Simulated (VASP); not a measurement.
# Ga2O3 (C2/m) in VASP: further runs

Ga2O3 is run at these levels: PBE+D4, revPBE, PBEsol, RPBE+D3(BJ), revPBE+D3(BJ); tasks: single point.

All numbers are computed with VASP 6.6.1; they aren't measurements. Logs are shortened: lines on timing, memory, paths and dates and some standing lists are left out, and cuts for length are marked.

### 1 The cell of the first run

The structure is monoclinic, space group C2/m (No. 12). The conventional cell has a = 12.049 Å, b = 2.996 Å, c = 5.720 Å, α = 90.00°, β = 103.83°, γ = 90.00°. Ga (site symmetry m) has 6 O at 1.91 to 2.05 Å within 2.5 Å. Within 2.4 Å of Ga (site symmetry m) lie 4 O at 1.81 to 1.84 Å. O (site symmetry m) has 3 Ga at 1.81 to 1.91 Å within 2.4 Å. Within 2.4 Å of O (site symmetry m) lie 4 Ga at 1.84 to 2.05 Å. Within 2.4 Å of O (site symmetry m) lie 3 Ga at 1.81 to 1.91 Å.

### 2 Single point, PBE+D4

Contents of INCAR:

```
PREC = Accurate
ENCUT = 520
EDIFF = 1E-6
ISMEAR = -1
SIGMA = 0.05
LREAL = False
LASPH = True
NELM = 100
ALGO = Normal
ISIF = 2
LWAVE = False
LCHARG = False
GGA = PE
IVDW = 13
NBANDS = 55
```

Contents of KPOINTS:

```
Automatic mesh
0
Gamma
  9 9 5
```

Contents of POSCAR:

```
Ga2O3
1.0
    6.0244628552     -1.4980265382      0.0000000000
    6.0244628552      1.4980265382      0.0000000000
   -1.3672570200      0.0000000000      5.5539182113
Ga O
4 6
Direct
    0.3413400000      0.3413400000      0.6859800000
    0.6586600000      0.6586600000      0.3140200000
    0.9095000000      0.9095000000      0.2054000000
    0.0905000000      0.0905000000      0.7946000000
    0.5041000000      0.5041000000      0.7434000000
    0.4959000000      0.4959000000      0.2566000000
    0.8267000000      0.8267000000      0.4368000000
    0.1733000000      0.1733000000      0.5632000000
    0.8355000000      0.8355000000      0.8902000000
    0.1645000000      0.1645000000      0.1098000000
```

Potentials or basis: VASP PAW PBE potentials, release 64 (Ga_d, O).

The run is started by

```sh
cat potpaw_PBE.64/Ga_d/POTCAR potpaw_PBE.64/O/POTCAR > POTCAR
mpirun -np 1 vasp_std > vasp.out
```

OUTCAR:

```text
PREC = Accurate
   ENCUT = 520
   EDIFF = 1E-6
   ISMEAR = -1
   LREAL = False
   LASPH = True
   NELM = 100
   ISIF = 2
   GGA = PE
   IVDW = 13

 ion  position               nearest neighbor table
   1  0.341  0.341  0.686-   5 1.91   9 1.91   9 1.91   8 1.98   7 2.05   7 2.05
   2  0.659  0.659  0.314-   6 1.91  10 1.91  10 1.91   7 1.98   8 2.05   8 2.05
   3  0.910  0.910  0.205-   6 1.81   6 1.81   9 1.81   7 1.84
   4  0.090  0.090  0.795-   5 1.81   5 1.81  10 1.81   8 1.84
   5  0.504  0.504  0.743-   4 1.81   4 1.81   1 1.91
   6  0.496  0.496  0.257-   3 1.81   3 1.81   2 1.91
   7  0.827  0.827  0.437-   3 1.84   2 1.98   1 2.05   1 2.05
   8  0.173  0.173  0.563-   4 1.84   1 1.98   2 2.05   2 2.05
   9  0.836  0.836  0.890-   3 1.81   1 1.91   1 1.91
  10  0.164  0.164  0.110-   4 1.81   2 1.91   2 1.91

  LATTYP: Found a base centered monoclinic cell.
 ALAT       =    12.0489257104
 B/A-ratio  =     0.2486572785
 C/A-ratio  =     0.4747093499
 COS(beta)  =    -0.2390419096

  Lattice vectors:

 A1 = (   6.0244628552,  -1.4980265382,   0.0000000000)
 A2 = (   6.0244628552,   1.4980265382,   0.0000000000)
 A3 = (  -1.3672570200,   0.0000000000,   5.5539182113)

Analysis of symmetry for initial positions (statically):
=====================================================================
 Subroutine PRICEL returns:
 Original cell was already a primitive cell.

 Routine SETGRP: Setting up the symmetry group for a
 base centered monoclinic supercell.

 Subroutine GETGRP returns: Found  4 space group operations
 (whereof  4 operations were pure point group operations)
 out of a pool of  4 trial point group operations.

The static configuration has the point symmetry C_2h.

Analysis of symmetry for dynamics (positions and initial velocities):
=====================================================================
 Subroutine PRICEL returns:
 Original cell was already a primitive cell.

 Routine SETGRP: Setting up the symmetry group for a
 base centered monoclinic supercell.

 Subroutine GETGRP returns: Found  4 space group operations
 (whereof  4 operations were pure point group operations)
 out of a pool of  4 trial point group operations.

The dynamic configuration has the point symmetry C_2h.

 Subroutine INISYM returns: Found  4 space group operations
 (whereof  4 operations are pure point group operations),
 and found     1 'primitive' translations

----------------------------------------------------------------------------------------
[... 119 lines left out ...]
   PSTRESS=    0.0 pullay stress
   NELECT =      88.0000    total number of electrons
   NUPDOWN=      -1.0000    fix difference up-down
   EMIN   =  10.00;   EMAX   =-10.00  energy-range for DOS
   EFERMI =   0.00;   METHOD = LEGACY
   ISMEAR =    -1;   SIGMA  =   0.05  broadening in eV -4-tet -1-fermi 0-gaus
   EFERMI_NEDOS =   21; number of points for ismear=-14 and -15
   IALGO  =     38    algorithm
   IMIX   =      4    mixing-type and parameters
     AMIX     =   0.40;   BMIX     =  1.00
     AMIX_MAG =   1.60;   BMIX_MAG =  1.00
  volume/ion in A,a.u.               =      10.02        67.65
  Fermi-wavevector in a.u.,A,eV,Ry     =   1.567521  2.962185 33.431163  2.457121
  Thomas-Fermi vector in A             =   2.669688
   LORBIT       =      0    0 simple, 1 ext, 2 COOP (PROOUT), +10 PAW based schemes
   GGA     = PE    functional components
   LHFCALC =     F    Hartree Fock is set to
   AEXX    =    0.0000 exact exchange contribution
   IVDW    =    13    specifies the selected vdW correction
   LEPSILON=     F    determine dielectric tensor
   LRPA    =     F    only Hartree local field effects (RPA)
 non-spin polarized calculation
  energy-cutoff  :      520.00
  volume of cell :      100.25
 maximum number of plane-waves:      2721
 NGX is ok and might be reduce to    48
   NGX = 23   NGY = 23   NGZ = 21

 number of electron      88.0000009 magnetization

 Free energy of the ion-electron system (eV)
  ---------------------------------------------------
  ext. energy  EPLUGINS =         0.00000000
  ---------------------------------------------------
  free energy    TOTEN  =       -59.10774033 eV

  energy without entropy =      -59.10774033  energy(sigma->0) =      -59.10774033

 E-fermi :   5.4617     XC(G=0): -11.8710

 val. band max:        4.2974623916   @ k =  -0.4444   0.4444   0.4000
 cond. band min:       7.1030590772   @ k =   0.0000   0.0000   0.0000
 fundamental gap:      2.8055966856
 Fermi energy:         5.4616673610

 k-point     1 :       0.0000    0.0000    0.0000
  band No.  band energies     occupation
      1     -14.9509      2.00000
      2     -13.6877      2.00000
      3     -13.6536      2.00000
      4     -13.5258      2.00000
      5     -13.0179      2.00000
      6     -13.0061      2.00000
[... 1381 lines left out ...]
     54      16.8633      0.00000
     55      17.1784      0.00000

 [... further k-points ...]

------------------------ aborting loop because EDIFF is reached ----------------------------------------

  DFT-D4 for vdW energy calculation

  Edisp (eV):   -3.28153

  FORCE on cell =-STRESS in cart. coord.  units (eV):
  Direction    XX          YY          ZZ          XY          YZ          ZX
  --------------------------------------------------------------------------------------
  -------------------------------------------------------------------------------------
  Total       8.78183    10.24823     8.94266     0.00000     0.00000     0.19364
  in kB     140.35516   163.79174   142.92563     0.00000     0.00000     3.09488
  external pressure =      149.02 kB  Pullay stress =        0.00 kB

 VOLUME and BASIS-vectors are now :
 -----------------------------------------------------------------------------
  energy-cutoff  :      520.00
  volume of cell :      100.25
      direct lattice vectors                 reciprocal lattice vectors
     6.024462855 -1.498026538  0.000000000     0.082994951 -0.333772458  0.020431599
     6.024462855  1.498026538  0.000000000     0.082994951  0.333772458  0.020431599
    -1.367257020  0.000000000  5.553918211     0.000000000  0.000000000  0.180053066

 POSITION                                       TOTAL-FORCE (eV/Angst)
 -----------------------------------------------------------------------------------
      3.17487      0.00000      3.80988         0.041925      0.000000     -0.123366
      7.50680      0.00000      1.74404        -0.041925      0.000000      0.123366
     10.67766      0.00000      1.14077        -0.231123      0.000000     -0.055111
      0.00401      0.00000      4.41314         0.231123      0.000000      0.055111
      5.05744      0.00000      4.12878        -0.342021      0.000000     -0.131090
      5.62422      0.00000      1.42514         0.342021      0.000000      0.131090
      9.36363      0.00000      2.42595         0.079570      0.000000      0.094052
      1.31804      0.00000      3.12797        -0.079570      0.000000     -0.094052
      8.84975      0.00000      4.94410        -0.451444      0.000000      0.114433
      1.83192      0.00000      0.60982         0.451444      0.000000     -0.114433
 -----------------------------------------------------------------------------------
    total drift:                                0.000000      0.000000      0.000000

  FREE ENERGIE OF THE ION-ELECTRON SYSTEM (eV)
  ---------------------------------------------------
  free  energy   TOTEN  =       -62.3892674140 eV

  energy  without entropy=      -62.3892674139  energy(sigma->0) =      -62.38926741
```

OSZICAR:

```text
N       E                     dE             d eps       ncg     rms          rms(c)
DAV:   1     0.121158152009E+04    0.12116E+04   -0.39990E+04 15252   0.298E+03
DAV:   2     0.195513085191E+03   -0.10161E+04   -0.95005E+03 13002   0.817E+02
DAV:   3    -0.482606196961E+02   -0.24377E+03   -0.23680E+03 14369   0.261E+02
DAV:   4    -0.678009525808E+02   -0.19540E+02   -0.19324E+02 15514   0.801E+01
DAV:   5    -0.685210745072E+02   -0.72012E+00   -0.71869E+00 16541   0.157E+01    0.179E+01
DAV:   6    -0.589194640284E+02    0.96016E+01   -0.29794E+01 23189   0.649E+01    0.468E+00
DAV:   7    -0.591548748036E+02   -0.23541E+00   -0.39030E+00 14203   0.106E+01    0.350E+00
DAV:   8    -0.591529771215E+02    0.18977E-02   -0.59716E-01 19284   0.910E+00    0.149E+00
DAV:   9    -0.591053992887E+02    0.47578E-01   -0.20350E-01 19183   0.625E+00    0.222E-01
DAV:  10    -0.591073970977E+02   -0.19978E-02   -0.25440E-02 16128   0.118E+00    0.172E-01
DAV:  11    -0.591076558374E+02   -0.25874E-03   -0.30933E-03 15443   0.623E-01    0.800E-02
DAV:  12    -0.591077287708E+02   -0.72933E-04   -0.71130E-04 17842   0.457E-01    0.166E-02
DAV:  13    -0.591077407156E+02   -0.11945E-04   -0.12806E-04 19491   0.105E-01    0.930E-03
DAV:  14    -0.591077413184E+02   -0.60284E-06   -0.35578E-05 16126   0.682E-02    0.899E-03
DAV:  15    -0.591077403270E+02    0.99144E-06   -0.60364E-06 15409   0.224E-02
   1 F= -.62389267E+02 E0= -.62389267E+02  d E =-.230908E-10
```

stdout:

```text
POSCAR found type information on POSCAR GaO
 POSCAR found :  2 types and      10 ions
 scaLAPACK will be used
 LDA part: xc-table for (Slater+PW92), standard interpolation
 POSCAR, INCAR and KPOINTS ok, starting setup
 FFT: planning ... GRIDC
 FFT: planning ... GRID_SOFT
 FFT: planning ... GRID
 WAVECAR not read
 entering main loop
```

Wall time 13 min (1 thread of Intel Xeon Platinum 8488C (Sapphire Rapids), shared host); peak memory 0.62 GiB.

Results:

```yaml
Free_energy: -62.3893 eV
Pressure: 14.9 GPa
Largest_force: 0.466 eV/Å
Band_gap_on_the_k_mesh: 2.81 eV (least direct gap 2.82 eV)
Dispersion_energy_per_atom: -0.328 eV
```

Forces in eV/Å, atoms in the order of the input:
```
Ga   0.042  0.000 -0.123
Ga  -0.042  0.000  0.123
Ga  -0.231  0.000 -0.055
Ga   0.231  0.000  0.055
O   -0.342  0.000 -0.131
O    0.342  0.000  0.131
O    0.080  0.000  0.094
O   -0.080  0.000 -0.094
O   -0.451  0.000  0.114
O    0.451  0.000 -0.114
```

Levels at points of the mesh, in eV from the valence-band top:
```tsv
k point	band 40	band 41	band 42	band 43	band 44	band 45	band 46	band 47	band 48	band 49
(0.00, 0.00, 0.00)	-0.65	-0.64	-0.48	-0.28	-0.01	2.81	6.06	7.00	7.22	8.07
```

Caveat: the cell stands under pressure. A k mesh can miss the band edges.

### 3 Single point, revPBE

This run uses another cell than the first one, of 10.23 Å³/atom.

Contents of INCAR:

```
SYSTEM = Ga2O3
PREC = Accurate
ENCUT = 520
EDIFF = 1E-6
ISMEAR = -1
SIGMA = 0.05
LREAL = .FALSE.
LASPH = .TRUE.
NELM = 100
ALGO = Normal
ISIF = 2
LWAVE = .FALSE.
LCHARG = .FALSE.
GGA = RE
NBANDS = 55
```

Contents of KPOINTS:

```
regular mesh
0
G
  9 9 5
  0 0 0
```

Edit POSCAR of step 2 so:

```diff
@@ -2,5 +2,5 @@
 1.0
-    6.0244628552     -1.4980265382      0.0000000000
-    6.0244628552      1.4980265382      0.0000000000
-   -1.3672570200      0.0000000000      5.5539182113
+    6.0660121878     -1.5083580822      0.0000000000
+    6.0660121878      1.5083580822      0.0000000000
+   -1.3766866767      0.0000000000      5.5922223059
 Ga O
```

Potentials or basis: VASP PAW PBE potentials, release 64 (Ga_d, O).

The run is started by

```sh
cat potpaw_PBE.64/Ga_d/POTCAR potpaw_PBE.64/O/POTCAR > POTCAR
mpirun -np 1 vasp_std > vasp.out
```

It took 35 min on 1 thread of Intel Xeon 8259CL, shared host; peak memory 0.64 GiB.

It converged, with:

- Free energy: -55.7385 eV
- Pressure: 18.3 GPa
- Largest force: 0.411 eV/Å
- Band gap on the k mesh: 2.69 eV (least direct gap 2.71 eV)

Forces on the atoms (eV/Å):
```
Ga   0.040  0.000 -0.094
Ga  -0.040  0.000  0.094
Ga  -0.174  0.000 -0.069
Ga   0.174  0.000  0.069
O   -0.258  0.000 -0.101
O    0.258  0.000  0.101
O    0.083  0.000  0.059
O   -0.083  0.000 -0.059
O   -0.390  0.000  0.130
O    0.390  0.000 -0.130
```

Stress tensor (GPa, compression positive):
```
17.72  0.00  0.27
 0.00 19.50  0.00
 0.27  0.00 17.72
```

Levels at points of the mesh, in eV from the valence-band top:
```
           k point  band 40  band 41  band 42  band 43  band 44  band 45  band 46  band 47  band 48  band 49
(0.00, 0.00, 0.00)    -0.66    -0.65    -0.47    -0.28    -0.02     2.69     5.98     6.98     7.08     8.03
```

Caveat: the cell stands under pressure; the PAW data sets were made with another functional, which shifts forces and pressure a little. A hybrid or GW would open this gap; revPBE tends to underestimate it.

### 4 Single point, PBEsol

This run uses another cell than the first one, of 10.44 Å³/atom.

Contents of INCAR:

```
SYSTEM = Ga2O3
PREC = Accurate
ENCUT = 520
EDIFF = 1E-6
ISMEAR = -1
SIGMA = 0.05
LREAL = .False.
LASPH = .True.
NELM = 100
ALGO = Normal
ISIF = 2
LWAVE = .False.
LCHARG = .False.
GGA = PS
NBANDS = 55
```

Contents of KPOINTS:

```
Automatic mesh
0
Gamma
  9 9 5
  0 0 0
```

Edit POSCAR of step 3 so:

```diff
@@ -2,5 +2,5 @@
 1.0
-    6.0660121878     -1.5083580822      0.0000000000
-    6.0660121878      1.5083580822      0.0000000000
-   -1.3766866767      0.0000000000      5.5922223059
+    6.1070000000     -1.5185500000      0.0000000000
+    6.1070000000      1.5185500000      0.0000000000
+   -1.3859888959      0.0000000000      5.6300087380
 Ga O
```

Potentials or basis: VASP PAW PBE potentials, release 64 (Ga_d, O).

The run is started by

```sh
cat potpaw_PBE.64/Ga_d/POTCAR potpaw_PBE.64/O/POTCAR > POTCAR
mpirun -np 1 vasp_std > vasp.out
```

OUTCAR:

```text
SYSTEM = Ga2O3
   PREC = Accurate
   ENCUT = 520
   EDIFF = 1E-6
   ISMEAR = -1
   LREAL = .False.
   LASPH = .True.
   NELM = 100
   ISIF = 2
   GGA = PS

 ion  position               nearest neighbor table
   1  0.341  0.341  0.686-   5 1.94   9 1.94   9 1.94   8 2.01   7 2.07   7 2.07
   2  0.659  0.659  0.314-   6 1.94  10 1.94  10 1.94   7 2.01   8 2.07   8 2.07
   3  0.910  0.910  0.205-   6 1.83   6 1.83   9 1.83   7 1.86
   4  0.090  0.090  0.795-   5 1.83   5 1.83  10 1.83   8 1.86
   5  0.504  0.504  0.743-   4 1.83   4 1.83   1 1.94
   6  0.496  0.496  0.257-   3 1.83   3 1.83   2 1.94
   7  0.827  0.827  0.437-   3 1.86   2 2.01   1 2.07   1 2.07
   8  0.173  0.173  0.563-   4 1.86   1 2.01   2 2.07   2 2.07
   9  0.836  0.836  0.890-   3 1.83   1 1.94   1 1.94
  10  0.164  0.164  0.110-   4 1.83   2 1.94   2 1.94

  LATTYP: Found a base centered monoclinic cell.
 ALAT       =    12.2140000000
 B/A-ratio  =     0.2486572785
 C/A-ratio  =     0.4747093499
 COS(beta)  =    -0.2390419096

  Lattice vectors:

 A1 = (   6.1070000000,  -1.5185500000,   0.0000000000)
 A2 = (   6.1070000000,   1.5185500000,   0.0000000000)
 A3 = (  -1.3859888959,   0.0000000000,   5.6300087380)

Analysis of symmetry for initial positions (statically):
=====================================================================
 Subroutine PRICEL returns:
 Original cell was already a primitive cell.

 Routine SETGRP: Setting up the symmetry group for a
 base centered monoclinic supercell.

 Subroutine GETGRP returns: Found  4 space group operations
 (whereof  4 operations were pure point group operations)
 out of a pool of  4 trial point group operations.

The static configuration has the point symmetry C_2h.

Analysis of symmetry for dynamics (positions and initial velocities):
=====================================================================
[... 150 lines left out ...]
   LORBIT       =      0    0 simple, 1 ext, 2 COOP (PROOUT), +10 PAW based schemes
   GGA     = PS    functional components
   LHFCALC =     F    Hartree Fock is set to
   AEXX    =    0.0000 exact exchange contribution
   IVDW    =     0    specifies the selected vdW correction
   LEPSILON=     F    determine dielectric tensor
   LRPA    =     F    only Hartree local field effects (RPA)
 non-spin polarized calculation
  energy-cutoff  :      520.00
  volume of cell :      104.42
 maximum number of plane-waves:      2841
   NGX = 23   NGY = 23   NGZ = 21

 number of electron      88.0000020 magnetization

 Free energy of the ion-electron system (eV)
  ---------------------------------------------------
  ext. energy  EPLUGINS =         0.00000000
  ---------------------------------------------------
  free energy    TOTEN  =       -63.88033670 eV

  energy without entropy =      -63.88033670  energy(sigma->0) =      -63.88033670

 E-fermi :   4.9159     XC(G=0): -11.9190

 val. band max:        3.7660967108   @ k =  -0.4444   0.4444   0.4000
 cond. band min:       6.1066709420   @ k =   0.0000   0.0000   0.0000
 fundamental gap:      2.3405742312
 Fermi energy:         4.9159137337

 k-point     1 :       0.0000    0.0000    0.0000
  band No.  band energies     occupation
      1     -15.1609      2.00000
      2     -13.9608      2.00000
      3     -13.9274      2.00000
      4     -13.8091      2.00000
      5     -13.3265      2.00000
      6     -13.3123      2.00000
[... 1381 lines left out ...]
     54      15.8059      0.00000
     55      16.1350      0.00000

 [... further k-points ...]

------------------------ aborting loop because EDIFF is reached ----------------------------------------

  FORCE on cell =-STRESS in cart. coord.  units (eV):
  Direction    XX          YY          ZZ          XY          YZ          ZX
  --------------------------------------------------------------------------------------
  -------------------------------------------------------------------------------------
  Total        1.7989394      2.1125689      1.5141981      0.0000000      0.0000000      0.0440839
  in kB       27.6013951     32.4134597     23.2325667      0.0000000      0.0000000      0.6763861
  external PRESSURE =      27.7491405 kB  Pullay stress =       0.0000000 kB

 VOLUME and BASIS-vectors are now :
 -----------------------------------------------------------------------------
  energy-cutoff  :      520.00
  volume of cell :      104.42
      direct lattice vectors                 reciprocal lattice vectors
     6.107000000 -1.518550000  0.000000000     0.081873260 -0.329261467  0.020155462
     6.107000000  1.518550000  0.000000000     0.081873260  0.329261467  0.020155462
    -1.385988896  0.000000000  5.630008738     0.000000000  0.000000000  0.177619618

 POSITION                                       TOTAL-FORCE (eV/Angst)
 -----------------------------------------------------------------------------------
      3.21837      0.00000      3.86207         0.028900      0.000000     -0.039722
      7.60965      0.00000      1.76794        -0.028900      0.000000      0.039722
     10.82395      0.00000      1.15640        -0.056826      0.000000     -0.065524
      0.00406      0.00000      4.47360         0.056826      0.000000      0.065524
      5.12673      0.00000      4.18535        -0.110159      0.000000     -0.027227
      5.70128      0.00000      1.44466         0.110159      0.000000      0.027227
      9.49191      0.00000      2.45919        -0.006637      0.000000      0.045572
      1.33610      0.00000      3.17082         0.006637      0.000000     -0.045572
      8.97099      0.00000      5.01183        -0.094484      0.000000      0.063890
      1.85702      0.00000      0.61817         0.094484      0.000000     -0.063890
 -----------------------------------------------------------------------------------
    total drift:                                0.000000      0.000000      0.000000

  FREE ENERGIE OF THE ION-ELECTRON SYSTEM (eV)
  ---------------------------------------------------
  free  energy   TOTEN  =       -63.8803367009 eV

  energy  without entropy=      -63.8803367009  energy(sigma->0) =      -63.88033670
```

Wall time 15 min (1 thread of Intel Xeon Platinum 8259CL at 2.50GHz (Skylake/Cascade Lake), shared host); peak memory 0.64 GiB.

Results:

| Item | Value |
| --- | --- |
| Free energy | -63.8803 eV |
| Pressure | 2.8 GPa |
| Largest force | 0.114 eV/Å |
| Band gap on the k mesh | 2.34 eV (least direct gap 2.36 eV) |

Forces on the atoms (eV/Å):
```
Ga   0.029  0.000 -0.040
Ga  -0.029  0.000  0.040
Ga  -0.057  0.000 -0.066
Ga   0.057  0.000  0.066
O   -0.110  0.000 -0.027
O    0.110  0.000  0.027
O   -0.007  0.000  0.046
O    0.007  0.000 -0.046
O   -0.094  0.000  0.064
O    0.094  0.000 -0.064
```

Caveat: the PAW data sets were made with another functional, which shifts forces and pressure a little.

[end of part 1 of 2]
